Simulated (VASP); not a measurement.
# TiO2 (P4_2/nmc) in VASP: single point with PBEsol

Aim: the single point of TiO2 with PBEsol.

All numbers are computed with VASP 6.6.1; they aren't measurements. Logs are shortened: lines on timing, memory, paths and dates and some standing lists are left out, and cuts for length are marked.

### Step 1. The cell of the first run

It takes space group P4_2/nmc (No. 137, tetragonal). Conventional cell: a = 3.361 Å, b = 3.361 Å, c = 5.133 Å, α = 90.00°, β = 90.00°, γ = 90.00°. Ti (site symmetry -4m2) has 8 O at 1.89 to 2.40 Å within 2.5 Å. O (site symmetry 2mm) has 4 Ti at 1.89 to 2.40 Å within 2.5 Å.

### Step 2. Single point, PBEsol

Contents of INCAR:

```
SYSTEM = TiO2
  PREC = Accurate
  ENCUT = 520
  EDIFF = 1E-6
  ISMEAR = 0
  SIGMA = 0.02
  LREAL = .FALSE.
  LASPH = .TRUE.
  NELM = 60
  ALGO = Normal
  ISIF = 2
  LWAVE = .FALSE.
  LCHARG = .FALSE.
  GGA = PS
  NBANDS = 33
```

Contents of KPOINTS:

```
regular mesh
0
G
  8 8 6
  0 0 0
```

Contents of POSCAR:

```
TiO2
1.0
    3.3612914896      0.0000000000      0.0000000000
    0.0000000000      3.3612914896      0.0000000000
    0.0000000000      0.0000000000      5.1327051568
Ti O
2 4
Direct
    0.0000000000      0.0000000000      0.0000000000
    0.5000000000      0.5000000000      0.5000000000
    0.0000000000      0.5000000000      0.1667060821
    0.0000000000      0.5000000000      0.6667060821
    0.5000000000      0.0000000000      0.3332939179
    0.5000000000      0.0000000000      0.8332939179
```

Potentials or basis: VASP PAW PBE potentials, release 64 (Ti_sv, O).

Command:

```
> cat potpaw_PBE.64/Ti_sv/POTCAR potpaw_PBE.64/O/POTCAR > POTCAR
> mpirun -np 1 vasp_std > vasp.out
```

OUTCAR:

```text
SYSTEM = TiO2
   PREC = Accurate
   ENCUT = 520
   EDIFF = 1E-6
   ISMEAR = 0
   LREAL = .FALSE.
   LASPH = .TRUE.
   NELM = 60
   ISIF = 2
   GGA = PS

 ion  position               nearest neighbor table
   1  0.000  0.000  0.000-   3 1.89   6 1.89   3 1.89   6 1.89   5 2.40   4 2.40   5 2.40   4 2.40

   2  0.500  0.500  0.500-   4 1.89   5 1.89   5 1.89   4 1.89   3 2.40   6 2.40   3 2.40   6 2.40

   3  0.000  0.500  0.167-   1 1.89   1 1.89   2 2.40   2 2.40
   4  0.000  0.500  0.667-   2 1.89   2 1.89   1 2.40   1 2.40
   5  0.500  0.000  0.333-   2 1.89   2 1.89   1 2.40   1 2.40
   6  0.500  0.000  0.833-   1 1.89   1 1.89   2 2.40   2 2.40

  LATTYP: Found a simple tetragonal cell.
 ALAT       =     3.3612914896
 C/A-ratio  =     1.5270038831

  Lattice vectors:

 A1 = (   3.3612914896,   0.0000000000,   0.0000000000)
 A2 = (   0.0000000000,   3.3612914896,   0.0000000000)
 A3 = (   0.0000000000,   0.0000000000,   5.1327051568)

Analysis of symmetry for initial positions (statically):
=====================================================================
 Subroutine PRICEL returns:
 Original cell was already a primitive cell.

 Routine SETGRP: Setting up the symmetry group for a
 simple tetragonal supercell.

 Subroutine GETGRP returns: Found 16 space group operations
 (whereof  8 operations were pure point group operations)
 out of a pool of 16 trial point group operations.

The static configuration has the point symmetry D_2d.
 The point group associated with its full space group is D_4h.

Analysis of symmetry for dynamics (positions and initial velocities):
=====================================================================
 Subroutine PRICEL returns:
 Original cell was already a primitive cell.

 Routine SETGRP: Setting up the symmetry group for a
 simple tetragonal supercell.

 Subroutine GETGRP returns: Found 16 space group operations
 (whereof  8 operations were pure point group operations)
 out of a pool of 16 trial point group operations.

The dynamic configuration has the point symmetry D_2d.
 The point group associated with its full space group is D_4h.

 Subroutine INISYM returns: Found 16 space group operations
 (whereof  8 operations are pure point group operations),
 and found     1 'primitive' translations

----------------------------------------------------------------------------------------

[... 96 lines left out ...]
   LSORBIT =      F    spin-orbit coupling
   LASPH  =      T    aspherical Exc in radial PAW
   ENCUT  =  520.0 eV  38.22 Ry    6.18 a.u.   6.25  6.25  9.54*2*pi/ulx,y,z
   NELM   =     60;   NELMIN=  2; NELMDL= -5     # of ELM steps
   EDIFF  = 0.1E-05   stopping-criterion for ELM
   LREAL  =      F    real-space projection
   EDIFFG = 0.1E-04   stopping-criterion for IOM
   NSW    =      0    number of steps for IOM
   IBRION =     -1    ionic relax: 0-MD 1-quasi-New 2-CG
   NFREE  =      0    steps in history (QN), initial steepest desc. (CG)
   ISIF   =      2    stress and relaxation
   ISYM   =      2    0-nonsym 1-usesym 2-fastsym
   POTIM  = 0.5000    time-step for ionic-motion
   TEBEG  =    0.0;   TEEND  =   0.0 temperature during run
   PSTRESS=    0.0 pullay stress
   NELECT =      48.0000    total number of electrons
   NUPDOWN=      -1.0000    fix difference up-down
   EMIN   =  10.00;   EMAX   =-10.00  energy-range for DOS
   EFERMI =   0.00;   METHOD = LEGACY
   ISMEAR =     0;   SIGMA  =   0.02  broadening in eV -4-tet -1-fermi 0-gaus
   EFERMI_NEDOS =   21; number of points for ismear=-14 and -15
   IALGO  =     38    algorithm
   IMIX   =      4    mixing-type and parameters
     AMIX     =   0.40;   BMIX     =  1.00
     AMIX_MAG =   1.60;   BMIX_MAG =  1.00
  volume/ion in A,a.u.               =       9.67        65.22
  Fermi-wavevector in a.u.,A,eV,Ry     =   1.537101  2.904699 32.146198  2.362679
  Thomas-Fermi vector in A             =   2.643657
   LORBIT       =      0    0 simple, 1 ext, 2 COOP (PROOUT), +10 PAW based schemes
   GGA     = PS    functional components
   LHFCALC =     F    Hartree Fock is set to
   AEXX    =    0.0000 exact exchange contribution
   IVDW    =     0    specifies the selected vdW correction
   LEPSILON=     F    determine dielectric tensor
   LRPA    =     F    only Hartree local field effects (RPA)
 non-spin polarized calculation
 Gauss-broadening in eV      SIGMA  =   0.02
  energy-cutoff  :      520.00
  volume of cell :       57.99
 maximum number of plane-waves:      1584
 NGX is ok and might be reduce to    28
   NGX = 13   NGY = 13   NGZ = 19

 number of electron      48.0000003 magnetization

 Free energy of the ion-electron system (eV)
  ---------------------------------------------------
  ext. energy  EPLUGINS =         0.00000000
  ---------------------------------------------------
  free energy    TOTEN  =       -55.52205542 eV

  energy without entropy =      -55.52205542  energy(sigma->0) =      -55.52205542

 E-fermi :   5.5951     XC(G=0): -12.2087

 val. band max:        5.4915753702   @ k =   0.0000   0.0000   0.5000
 cond. band min:       7.9252558735   @ k =   0.0000   0.0000   0.0000
 fundamental gap:      2.4336805033
 Fermi energy:         5.5951277494

 k-point     1 :       0.0000    0.0000    0.0000
  band No.  band energies     occupation
      1     -50.7242      2.00000
      2     -50.7038      2.00000
      3     -27.2409      2.00000
      4     -27.0447      2.00000
      5     -27.0203      2.00000
      6     -27.0203      2.00000
[... 853 lines left out ...]
     32      10.9778      0.00000
     33      11.6473      0.00000

 [... further k-points ...]
[... 5 lines left out ...]
  --------------------------------------------------------------------------------------
  -------------------------------------------------------------------------------------
  Total        0.3863990      0.3863990      0.1874262      0.0000000      0.0000000     -0.0000000
  in kB       10.6754936     10.6754936      5.1782408      0.0000000      0.0000000     -0.0000000
  external PRESSURE =       8.8430760 kB  Pullay stress =       0.0000000 kB

 VOLUME and BASIS-vectors are now :
 -----------------------------------------------------------------------------
  energy-cutoff  :      520.00
  volume of cell :       57.99
      direct lattice vectors                 reciprocal lattice vectors
     3.361291490  0.000000000  0.000000000     0.297504695  0.000000000  0.000000000
     0.000000000  3.361291490  0.000000000     0.000000000  0.297504695  0.000000000
     0.000000000  0.000000000  5.132705157     0.000000000  0.000000000  0.194829036

 POSITION                                       TOTAL-FORCE (eV/Angst)
 -----------------------------------------------------------------------------------
      0.00000      0.00000      0.00000         0.000000     -0.000000     -0.000000
      1.68065      1.68065      2.56635         0.000000     -0.000000     -0.000000
      0.00000      1.68065      0.85565         0.000000     -0.000000      0.060434
      0.00000      1.68065      3.42201        -0.000000      0.000000      0.060434
      1.68065      0.00000      1.71070        -0.000000      0.000000     -0.060434
      1.68065      0.00000      4.27705         0.000000     -0.000000     -0.060434
 -----------------------------------------------------------------------------------
    total drift:                                0.000000      0.000000      0.000000

  FREE ENERGIE OF THE ION-ELECTRON SYSTEM (eV)
  ---------------------------------------------------
  free  energy   TOTEN  =       -55.5220554152 eV

  energy  without entropy=      -55.5220554152  energy(sigma->0) =      -55.52205542
```

OSZICAR:

```text
N       E                     dE             d eps       ncg     rms          rms(c)
DAV:   1     0.649359803041E+03    0.64936E+03   -0.24084E+04  3960   0.174E+03
DAV:   2     0.265651143994E+02   -0.62279E+03   -0.57502E+03  4344   0.518E+02
DAV:   3    -0.673713365633E+02   -0.93936E+02   -0.91291E+02  5289   0.189E+02
DAV:   4    -0.720581436738E+02   -0.46868E+01   -0.46742E+01  5763   0.402E+01
DAV:   5    -0.722276845171E+02   -0.16954E+00   -0.16952E+00  5095   0.652E+00    0.318E+01
DAV:   6    -0.561374366031E+02    0.16090E+02   -0.68135E+01  5398   0.892E+01    0.117E+01
DAV:   7    -0.558638508254E+02    0.27359E+00   -0.13340E+01  5215   0.339E+01    0.955E+00
DAV:   8    -0.555121862031E+02    0.35166E+00   -0.86492E-01  5232   0.107E+01    0.423E+00
DAV:   9    -0.555655664303E+02   -0.53380E-01   -0.45555E-01  5853   0.591E+00    0.217E+00
DAV:  10    -0.555350436746E+02    0.30523E-01   -0.26629E-01  4944   0.657E+00    0.941E-01
DAV:  11    -0.555218983634E+02    0.13145E-01   -0.33748E-02  5467   0.195E+00    0.607E-02
DAV:  12    -0.555221002676E+02   -0.20190E-03   -0.22152E-03  4700   0.320E-01    0.663E-02
DAV:  13    -0.555220667891E+02    0.33478E-04   -0.52493E-04  4769   0.143E-01    0.328E-02
DAV:  14    -0.555220576823E+02    0.91068E-05   -0.10213E-04  4844   0.682E-02    0.208E-02
DAV:  15    -0.555220555406E+02    0.21417E-05   -0.15322E-05  5164   0.481E-02    0.539E-03
DAV:  16    -0.555220554152E+02    0.12542E-06   -0.11005E-06  3170   0.137E-02
   1 F= -.55522055E+02 E0= -.55522055E+02  d E =-.134834E-15
```

stdout:

```text
POSCAR found type information on POSCAR TiO
 POSCAR found :  2 types and       6 ions
 scaLAPACK will be used
 -----------------------------------------------------------------------------
|                                                                             |
|                                                                             |
|     You enforced a specific xc type in the INCAR file but a different       |
|     I HOPE YOU KNOW WHAT YOU ARE DOING!                                     |
|                                                                             |
 -----------------------------------------------------------------------------

 LDA part: xc-table for (Slater+PW92), standard interpolation
 POSCAR, INCAR and KPOINTS ok, starting setup
 FFT: planning ... GRIDC
 FFT: planning ... GRID_SOFT
 FFT: planning ... GRID
 WAVECAR not read
 entering main loop
```

Wall time 2.1 min (1 thread of AMD EPYC 9R45 (Zen 5), shared host); peak memory 0.19 GiB.

What came out:

```yaml
Free_energy: -55.5221 eV
Pressure: 0.9 GPa
Largest_force: 0.060 eV/Å
Band_gap_on_the_k_mesh: 2.43 eV, indirect (least direct gap 2.48 eV)
```

Forces on the atoms (eV/Å):
```
Ti   0.000  0.000  0.000
Ti   0.000  0.000  0.000
O    0.000  0.000  0.060
O    0.000  0.000  0.060
O    0.000  0.000 -0.060
O    0.000  0.000 -0.060
```

Caveat: the PAW data sets were made with another functional, which shifts forces and pressure a little. A k mesh can miss the band edges.
